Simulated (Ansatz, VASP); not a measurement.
Co: VASP beside Ansatz

```xyz
2
Lattice="2.4584 0.0000 0.0000 -1.2292 2.1290 0.0000 0.0000 0.0000 3.9607" Properties=species:S:1:pos:R:3 pbc="T T T"
Co    0.0000    1.4194    0.9902
Co    1.2292    0.7097    2.9705
```

Alike in both runs: task single point; functional PBE; k mesh 15 × 15 × 8; no spin polarisation.

```csv
,VASP,Ansatz
version,VASP 6.6.1,Ansatz 0.2.0
potentials or method,"VASP PAW PBE potentials, release 64 (Co), cutoff 520 eV","plane waves (420 eV) with PAW, scalar-relativistic"
occupations,"methfessel-paxton of order 1, width 0.1 eV","cold, width 0.1 eV"
valence electrons in the cell,18,34
```

Ansatz gave:

| Item | Value |
| --- | --- |
| pressure (GPa) | -1.1 |
| traceless stress, the component that is largest in VASP (GPa) | 0.11 |

Problem. Estimate VASP's values.

Solution. Pressure (GPa): -1.6; traceless stress, the component that is largest in VASP (GPa): 0.03.

VASP's potentials hold 18 valence electrons a cell and Ansatz's 34, so a difference there can come from the potentials and not from the codes.
